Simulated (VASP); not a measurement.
# Mn (Fm-3m) in VASP: a series of runs, part 2 of 3

VASP 6.6.1. Earlier steps stand in the parts before.

## 4. Single point, revPBE, collinear spin, ferromagnetic start (12.20 Å³/atom)

This run uses another cell than the first one, of 12.20 Å³/atom.

INCAR

```
SYSTEM = Mn
PREC = Accurate ; ENCUT = 520
EDIFF = 1E-6 ; ISMEAR = -1
SIGMA = 0.05 ; LREAL = .FALSE.
LASPH = .TRUE. ; NELM = 150
ALGO = Normal ; ISIF = 2
LWAVE = .FALSE. ; LCHARG = .FALSE.
ISPIN = 2 ; MAGMOM = 3
LORBIT = 11 ; LMAXMIX = 4
GGA = RE ; NBANDS = 16
```

KPOINTS

```
Automatic mesh
0
G
  17 17 17
  0 0 0
```

POSCAR

```
Mn
1.0
    0.0000000000      1.8273893755      1.8273893755
    1.8273893755      0.0000000000      1.8273893755
    1.8273893755      1.8273893755      0.0000000000
Mn
1
Direct
    0.0000000000      0.0000000000      0.0000000000
```

Potentials or basis: VASP PAW PBE potentials, release 64 (Mn_pv).

Command:

```bash
cat potpaw_PBE.64/Mn_pv/POTCAR > POTCAR
mpirun -np 1 vasp_std > vasp.out
```

OUTCAR:

```text
SYSTEM = Mn
   PREC = Accurate
   ENCUT = 520
   EDIFF = 1E-6
   ISMEAR = -1
   LREAL = .FALSE.
   LASPH = .TRUE.
   NELM = 150
   ISIF = 2
   ISPIN = 2
   LORBIT = 11
   GGA = RE

 ion  position               nearest neighbor table
   1  0.000  0.000  0.000-

  LATTYP: Found a face centered cubic cell.
 ALAT       =     3.6547787510

  Lattice vectors:

 A1 = (   0.0000000000,   1.8273893755,   1.8273893755)
 A2 = (   1.8273893755,   0.0000000000,   1.8273893755)
 A3 = (   1.8273893755,   1.8273893755,   0.0000000000)

Analysis of symmetry for initial positions (statically):
=====================================================================
 Subroutine PRICEL returns:
 Original cell was already a primitive cell.

 Routine SETGRP: Setting up the symmetry group for a
 face centered cubic supercell.

 Subroutine GETGRP returns: Found 48 space group operations
 (whereof 48 operations were pure point group operations)
 out of a pool of 48 trial point group operations.

The static configuration has the point symmetry O_h .

Analysis of symmetry for dynamics (positions and initial velocities):
=====================================================================
 Subroutine PRICEL returns:
 Original cell was already a primitive cell.

 Routine SETGRP: Setting up the symmetry group for a
 face centered cubic supercell.

 Subroutine GETGRP returns: Found 48 space group operations
 (whereof 48 operations were pure point group operations)
 out of a pool of 48 trial point group operations.

The dynamic configuration has the point symmetry O_h .

Analysis of structural, dynamic, and magnetic symmetry:
=====================================================================
 Subroutine PRICEL returns:
 Original cell was already a primitive cell.

 Routine SETGRP: Setting up the symmetry group for a
 face centered cubic supercell.

 Subroutine GETGRP returns: Found 48 space group operations
 (whereof 48 operations were pure point group operations)
 out of a pool of 48 trial point group operations.

The overall configuration has the point symmetry O_h .

 Subroutine INISYM returns: Found 48 space group operations
 (whereof 48 operations are pure point group operations),
 and found     1 'primitive' translations

----------------------------------------------------------------------------------------

                                     Primitive cell

  volume of cell :      12.2046

  direct lattice vectors                    reciprocal lattice vectors
     0.000000000  1.827389375  1.827389375    -0.273614374  0.273614374  0.273614374
     1.827389375  0.000000000  1.827389375     0.273614374 -0.273614374  0.273614374
     1.827389375  1.827389375  0.000000000     0.273614374  0.273614374 -0.273614374

  length of vectors
     2.584318839  2.584318839  2.584318839     0.473913997  0.473913997  0.473913997

  position of ions in fractional coordinates (direct lattice)
     0.000000000  0.000000000  0.000000000

  ion indices of the primitive-cell ions
   primitive index   ion index
                 1           1

[... 55 lines left out ...]
   total plane-waves  NPLWV =   8000
   dimension x,y,z NGX =    20 NGY =   20 NGZ =   20
   dimension x,y,z NGXF=    40 NGYF=   40 NGZF=   40
   ions per type =               1
   NGX,Y,Z   is equivalent  to a cutoff of  12.87, 12.87, 12.87 a.u.
   NGXF,Y,Z  is equivalent  to a cutoff of  25.73, 25.73, 25.73 a.u.
 SYSTEM =  Mn
   PREC   = accura    normal or accurate (medium, high low for compatibility)
   ISTART =      0    job   : 0-new  1-cont  2-samecut
   ICHARG =      2    charge: 1-file 2-atom 10-const
   ISPIN  =      2    spin polarized calculation?
   LNONCOLLINEAR =      F non collinear calculations
   LSORBIT =      F    spin-orbit coupling
   LASPH  =      T    aspherical Exc in radial PAW
   ENCUT  =  520.0 eV  38.22 Ry    6.18 a.u.   4.81  4.81  4.81*2*pi/ulx,y,z
   NELM   =    150;   NELMIN=  2; NELMDL= -5     # of ELM steps
   EDIFF  = 0.1E-05   stopping-criterion for ELM
   LREAL  =      F    real-space projection
   EDIFFG = 0.1E-04   stopping-criterion for IOM
   NSW    =      0    number of steps for IOM
   IBRION =     -1    ionic relax: 0-MD 1-quasi-New 2-CG
   NFREE  =      0    steps in history (QN), initial steepest desc. (CG)
   ISIF   =      2    stress and relaxation
   ISYM   =      2    0-nonsym 1-usesym 2-fastsym
   POTIM  = 0.5000    time-step for ionic-motion
   TEBEG  =    0.0;   TEEND  =   0.0 temperature during run
   PSTRESS=    0.0 pullay stress
   NELECT =      13.0000    total number of electrons
   NUPDOWN=      -1.0000    fix difference up-down
   EMIN   =  10.00;   EMAX   =-10.00  energy-range for DOS
   EFERMI =   0.00;   METHOD = LEGACY
   ISMEAR =    -1;   SIGMA  =   0.05  broadening in eV -4-tet -1-fermi 0-gaus
   EFERMI_NEDOS =   21; number of points for ismear=-14 and -15
   IALGO  =     38    algorithm
   IMIX   =      4    mixing-type and parameters
     AMIX     =   0.40;   BMIX     =  1.00
     AMIX_MAG =   1.60;   BMIX_MAG =  1.00
  volume/ion in A,a.u.               =      12.20        82.36
  Fermi-wavevector in a.u.,A,eV,Ry     =   1.671918  3.159466 38.032478  2.795308
  Thomas-Fermi vector in A             =   2.757156
   LORBIT       =     11    0 simple, 1 ext, 2 COOP (PROOUT), +10 PAW based schemes
   GGA     = RE    functional components
   LHFCALC =     F    Hartree Fock is set to
   AEXX    =    0.0000 exact exchange contribution
   IVDW    =     0    specifies the selected vdW correction
   LEPSILON=     F    determine dielectric tensor
   LRPA    =     F    only Hartree local field effects (RPA)
 spin polarized calculation
  energy-cutoff  :      520.00
  volume of cell :       12.20
 maximum number of plane-waves:       336
   NGX =  9   NGY =  9   NGZ =  9

 number of electron      13.0000007 magnetization       0.3499484

 Free energy of the ion-electron system (eV)
  ---------------------------------------------------
  ext. energy  EPLUGINS =         0.00000000
  ---------------------------------------------------
  free energy    TOTEN  =        -8.38793812 eV

  energy without entropy =       -8.37293812  energy(sigma->0) =       -8.38043812

 E-fermi :   8.8447     XC(G=0): -13.1767

 val. band max:        8.8393668145   @ k =   0.3529   0.1765   0.0000
 cond. band min:       8.8473031289   @ k =   0.2941   0.1765   0.0000
 fundamental gap:      0.0079363144
 Fermi energy:         8.8447421688

 spin component 1

 k-point     1 :       0.0000    0.0000    0.0000
  band No.  band energies     occupation
      1     -39.0835      1.00000
      2     -39.0835      1.00000
      3     -39.0835      1.00000
      4       1.1152      1.00000
      5       7.8366      1.00000
      6       7.8366      1.00000
[... 435 lines left out ...]
      5       7.5356      1.00000
      6       8.0370      1.00000
[... 8 lines left out ...]
     15      38.6948      0.00000
     16      40.0928      0.00000

 [... further k-points ...]

 spin component 2

 k-point     1 :       0.0000    0.0000    0.0000
  band No.  band energies     occupation
      1     -38.6980      1.00000
      2     -38.6980      1.00000
      3     -38.6980      1.00000
      4       1.1797      1.00000
      5       8.0275      1.00000
      6       8.0275      1.00000
[... 435 lines left out ...]
      5       7.7178      1.00000
      6       8.2414      0.99999
[... 8 lines left out ...]
     15      38.7675      0.00000
     16      40.6377      0.00000

 [... further k-points ...]

------------------------ aborting loop because EDIFF is reached ----------------------------------------

  FORCE on cell =-STRESS in cart. coord.  units (eV):
  Direction    XX          YY          ZZ          XY          YZ          ZX
  --------------------------------------------------------------------------------------
  -------------------------------------------------------------------------------------
  Total       -1.7170293     -1.7170293     -1.7170293      0.0000000     -0.0000000      0.0000000
  in kB     -225.4057538   -225.4057538   -225.4057538      0.0000000     -0.0000000      0.0000000
  external PRESSURE =    -225.4057538 kB  Pullay stress =       0.0000000 kB

 VOLUME and BASIS-vectors are now :
 -----------------------------------------------------------------------------
  energy-cutoff  :      520.00
  volume of cell :       12.20
      direct lattice vectors                 reciprocal lattice vectors
     0.000000000  1.827389375  1.827389375    -0.273614374  0.273614374  0.273614374
     1.827389375  0.000000000  1.827389375     0.273614374 -0.273614374  0.273614374
     1.827389375  1.827389375  0.000000000     0.273614374  0.273614374 -0.273614374

 POSITION                                       TOTAL-FORCE (eV/Angst)
 -----------------------------------------------------------------------------------
      0.00000      0.00000      0.00000         0.000000      0.000000     -0.000000
 -----------------------------------------------------------------------------------
    total drift:                                0.000000     -0.000000      0.000000

  FREE ENERGIE OF THE ION-ELECTRON SYSTEM (eV)
  ---------------------------------------------------
  free  energy   TOTEN  =        -8.3879381155 eV

  energy  without entropy=       -8.3729381211  energy(sigma->0) =       -8.38043812

 total charge

# of ion       s       p       d       tot
------------------------------------------
    1        0.378   6.326   5.042  11.747

 magnetization (x)

# of ion       s       p       d       tot
------------------------------------------
    1       -0.001  -0.001   0.346   0.345
```

OSZICAR:

```text
N       E                     dE             d eps       ncg     rms          rms(c)
DAV:   1     0.860736085868E+02    0.86074E+02   -0.71896E+03 10760   0.107E+03
DAV:   2    -0.735965509438E+01   -0.93433E+02   -0.88582E+02 11512   0.269E+02
DAV:   3    -0.933347213687E+01   -0.19738E+01   -0.19697E+01 12600   0.417E+01
[... 12 lines left out ...]
DAV:  16    -0.838792722607E+01   -0.88330E-05   -0.92654E-06 13544   0.205E-02    0.119E-02
DAV:  17    -0.838793482668E+01   -0.76006E-05   -0.51795E-05 13240   0.472E-02    0.818E-03
DAV:  18    -0.838793619603E+01   -0.13693E-05   -0.46228E-05 13472   0.447E-02    0.425E-03
DAV:  19    -0.838793808512E+01   -0.18891E-05   -0.15592E-06 10608   0.116E-02    0.131E-03
DAV:  20    -0.838793811549E+01   -0.30374E-07   -0.35970E-07  5432   0.469E-03
   1 F= -.83879381E+01 E0= -.83804381E+01  d E =-.150000E-01  mag=     0.3518
```

stdout:

```text
POSCAR found type information on POSCAR Mn
 POSCAR found :  1 types and       1 ions
 scaLAPACK will be used
 -----------------------------------------------------------------------------
|                                                                             |
|                                                                             |
|     You enforced a specific xc type in the INCAR file but a different       |
|     I HOPE YOU KNOW WHAT YOU ARE DOING!                                     |
|                                                                             |
 -----------------------------------------------------------------------------

 LDA part: xc-table for (Slater+PW92), standard interpolation
 POSCAR, INCAR and KPOINTS ok, starting setup
 FFT: planning ... GRIDC
 FFT: planning ... GRID_SOFT
 FFT: planning ... GRID
 WAVECAR not read
 entering main loop
```

Wall time 2.1 min (1 thread of Intel Xeon 8259CL, shared host); peak memory 0.17 GiB.

What came out:

* Free energy: -8.3879 eV
* Pressure: -22.5 GPa
* Net moment: 0.35 μB per cell
* Site moments: Mn +0.34 μB
* Valence electrons inside the program's atomic spheres: Mn 11.75

Caveat: the cell stands under tension; the PAW data sets were made with another functional, which shifts forces and pressure a little.

## 5. Relaxation of cell and atoms, revPBE, collinear spin, ferromagnetic start

This run uses another cell than the first one, of 11.75 Å³/atom.

INCAR

```
PREC = Accurate ; ENCUT = 600
EDIFF = 1E-7 ; ISMEAR = -1
SIGMA = 0.05 ; LREAL = False
LASPH = True ; NELM = 150
ALGO = Normal ; ISIF = 3
LWAVE = False ; LCHARG = False
ISPIN = 2 ; MAGMOM = 3
LORBIT = 11 ; LMAXMIX = 4
GGA = RE ; IBRION = 2
NSW = 80 ; EDIFFG = -0.01
```

KPOINTS

```
Automatic mesh
0
Gamma
  15 15 15
```

POSCAR

```
Mn
1.0
    0.0000000000      1.8043883278      1.8043883278
    1.8043883278      0.0000000000      1.8043883278
    1.8043883278      1.8043883278      0.0000000000
Mn
1
Direct
    0.0000000000      0.0000000000      0.0000000000
```

Potentials or basis: VASP PAW PBE potentials, release 64 (Mn_pv).

Command:

```bash
cat potpaw_PBE.64/Mn_pv/POTCAR > POTCAR
mpirun -np 1 vasp_std > vasp.out
```

OUTCAR:

```text
PREC = Accurate
   ENCUT = 600
   EDIFF = 1E-7
   ISMEAR = -1
   LREAL = False
   LASPH = True
   NELM = 150
   ISIF = 3
   ISPIN = 2
   LORBIT = 11
   GGA = RE
   IBRION = 2
   NSW = 80
   EDIFFG = -0.01

 ion  position               nearest neighbor table
   1  0.000  0.000  0.000-

  LATTYP: Found a face centered cubic cell.
 ALAT       =     3.6087766556

  Lattice vectors:

 A1 = (   0.0000000000,   1.8043883278,   1.8043883278)
 A2 = (   1.8043883278,   0.0000000000,   1.8043883278)
 A3 = (   1.8043883278,   1.8043883278,   0.0000000000)

Analysis of symmetry for initial positions (statically):
=====================================================================
 Subroutine PRICEL returns:
 Original cell was already a primitive cell.

 Routine SETGRP: Setting up the symmetry group for a
 face centered cubic supercell.

 Subroutine GETGRP returns: Found 48 space group operations
 (whereof 48 operations were pure point group operations)
 out of a pool of 48 trial point group operations.

The static configuration has the point symmetry O_h .

Analysis of symmetry for dynamics (positions and initial velocities):
=====================================================================
 Subroutine PRICEL returns:
 Original cell was already a primitive cell.

 Routine SETGRP: Setting up the symmetry group for a
 face centered cubic supercell.

 Subroutine GETGRP returns: Found 48 space group operations
 (whereof 48 operations were pure point group operations)
 out of a pool of 48 trial point group operations.

The dynamic configuration has the point symmetry O_h .

Analysis of structural, dynamic, and magnetic symmetry:
=====================================================================
 Subroutine PRICEL returns:
 Original cell was already a primitive cell.

 Routine SETGRP: Setting up the symmetry group for a
 face centered cubic supercell.

 Subroutine GETGRP returns: Found 48 space group operations
 (whereof 48 operations were pure point group operations)
 out of a pool of 48 trial point group operations.

The overall configuration has the point symmetry O_h .
[... 116 lines left out ...]
     AMIX     =   0.40;   BMIX     =  1.00
     AMIX_MAG =   1.60;   BMIX_MAG =  1.00
  volume/ion in A,a.u.               =      11.75        79.29
  Fermi-wavevector in a.u.,A,eV,Ry     =   1.693230  3.199741 39.008279  2.867028
  Thomas-Fermi vector in A             =   2.774673
   LORBIT       =     11    0 simple, 1 ext, 2 COOP (PROOUT), +10 PAW based schemes
   GGA     = RE    functional components
   LHFCALC =     F    Hartree Fock is set to
   AEXX    =    0.0000 exact exchange contribution
   IVDW    =     0    specifies the selected vdW correction
   LEPSILON=     F    determine dielectric tensor
   LRPA    =     F    only Hartree local field effects (RPA)
 conjugate gradient relaxation of ions
 spin polarized calculation
  energy-cutoff  :      600.00
  volume of cell :       11.75
 maximum number of plane-waves:       403
   NGX = 11   NGY = 11   NGZ = 11

--------------------------------------- Ionic step        1  -------------------------------------------

 number of electron      13.0000013 magnetization       0.1667771

 Free energy of the ion-electron system (eV)
  ---------------------------------------------------
  ext. energy  EPLUGINS =         0.00000000
  ---------------------------------------------------
  free energy    TOTEN  =        -8.44373639 eV

  energy without entropy =       -8.43002369  energy(sigma->0) =       -8.43688004

 E-fermi :   9.3640     XC(G=0): -13.3995

 val. band max:        9.3600705076   @ k =   0.4667   0.2667   0.1333
 cond. band min:       9.3676756764   @ k =  -0.2667   0.2667   0.0000
 fundamental gap:      0.0076051688
 Fermi energy:         9.3640123910

 spin component 1

 k-point     1 :       0.0000    0.0000    0.0000
  band No.  band energies     occupation
      1     -38.4844      1.00000
      2     -38.4844      1.00000
      3     -38.4844      1.00000
      4       1.4427      1.00000
      5       8.3179      1.00000
      6       8.3179      1.00000
      7       8.3179      1.00000
      8       9.7029      0.00114
      9       9.7029      0.00114
     10      30.1333      0.00000
     11      35.3381      0.00000
     12      35.3381      0.00000
[... 817 lines left out ...]
--------------------------------------- Ionic step        4  -------------------------------------------

 number of electron      12.9999988 magnetization      -0.0000000

 Free energy of the ion-electron system (eV)
  ---------------------------------------------------
  ext. energy  EPLUGINS =         0.00000000
  ---------------------------------------------------
  free energy    TOTEN  =        -8.49253179 eV

  energy without entropy =       -8.48038328  energy(sigma->0) =       -8.48645754

 E-fermi :  10.3866     XC(G=0): -13.8481

 val. band max:       10.3814311595   @ k =  -0.2000   0.2000   0.0000
 cond. band min:      10.3939108102   @ k =  -0.4667   0.2667   0.0667
 fundamental gap:      0.0124796507
 Fermi energy:        10.3866206264

 spin component 1

 k-point     1 :       0.0000    0.0000    0.0000
  band No.  band energies     occupation
      1     -37.3291      1.00000
      2     -37.3291      1.00000
      3     -37.3291      1.00000
      4       2.1369      1.00000
      5       9.2645      1.00000
      6       9.2645      1.00000
      7       9.2645      1.00000
      8      10.9224      0.00002
      9      10.9224      0.00002
     10      31.6667      0.00000
     11      37.4133      0.00000
     12      37.4133      0.00000
[... 737 lines left out ...]
  FREE ENERGIE OF THE ION-ELECTRON SYSTEM (eV)
  ---------------------------------------------------
  free  energy   TOTEN  =        -8.4925317931 eV

  energy  without entropy=       -8.4803832793  energy(sigma->0) =       -8.48645754

 reached required accuracy - stopping structural energy minimisation

 total charge

# of ion       s       p       d       tot
------------------------------------------
    1        0.420   6.395   5.132  11.947

 magnetization (x)

# of ion       s       p       d       tot
------------------------------------------
    1        0.000  -0.000  -0.000  -0.000
```

Run time: 3.7 min. Hardware: 1 thread of Intel Xeon 8259CL, shared host; peak memory 0.16 GiB.

What came out:

| Property | Result |
| --- | --- |
| Free energy | -8.4925 eV |
| Relaxed volume | 10.90 Å³/atom |
| Relaxed cell | a = 2.489 Å, b = 2.489 Å, c = 2.489 Å, α = 60.00°, β = 60.00°, γ = 60.00° |
| Space group after relaxing (to 0.1 Å) | Fm-3m (No. 225) |
| Energy gained by relaxing | 48.8 meV/atom |
| Ionic steps | 4 |
| Pressure after relaxing | -0.1 GPa |
| Net moment | 0.00 μB per cell |
| Valence electrons inside the program's atomic spheres | Mn 11.95 |

Step by step:
| step | energy change (eV) | largest force (eV/Å) | pressure (GPa) | volume (Å³) |
| --- | --- | --- | --- | --- |
| 1 | 0.0000 | 0.0000 | -16.71 | 11.75 |
| 2 | 0.0656 | 0.0000 | 36.57 | 9.79 |
| 3 | -0.0488 | 0.0000 | -0.48 | 10.91 |
| 4 | -0.0488 | 0.0000 | -0.07 | 10.90 |

Final structure:
```cif
data_structure
_symmetry_space_group_name_H-M 'P 1'
_symmetry_Int_Tables_number 1
_cell_length_a 2.4885
_cell_length_b 2.4885
_cell_length_c 2.4885
_cell_angle_alpha 60.000
_cell_angle_beta 60.000
_cell_angle_gamma 60.000
_cell_volume 10.90
loop_
_atom_site_label
_atom_site_type_symbol
_atom_site_fract_x
_atom_site_fract_y
_atom_site_fract_z
_atom_site_occupancy
Mn1 Mn 0.00000 0.00000 0.00000 1
```

Caveat: the PAW data sets were made with another functional, which shifts forces and pressure a little.

(Part 2 of 3 ends here.)
